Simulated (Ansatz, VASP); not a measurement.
## H in VASP and in Ansatz

```xyz
2
Lattice="2.0150 0.0000 0.0000 -1.0075 1.7450 0.0000 0.0000 0.0000 3.2370" Properties=species:S:1:pos:R:3 pbc="T T T"
H     0.0000    1.1634    0.8093
H     1.0075    0.5817    2.4278
```

Alike in both runs: task single point; functional LDA; k mesh 13 × 13 × 7; occupations fermi-dirac, width 0.03 eV; no spin polarisation.

|  | VASP | Ansatz |
| --- | --- | --- |
| version | VASP 6.6.1 | Ansatz 0.2.0 |
| potentials or method | VASP PAW LDA potentials, release 64 (H), cutoff 500 eV | all-electron LAPW, scalar-relativistic |

```csv
,VASP,Ansatz,Ansatz less VASP
pressure (GPa),-25.9,-25.6,+0.24
"traceless stress, the component that is largest in VASP (GPa)",-2.11,-2.11,-0.008
```

LDA's correlation is that of Perdew and Zunger in VASP and of Perdew and Wang (1992) in Ansatz. Ansatz ran all-electron here, and VASP with PAW potentials.
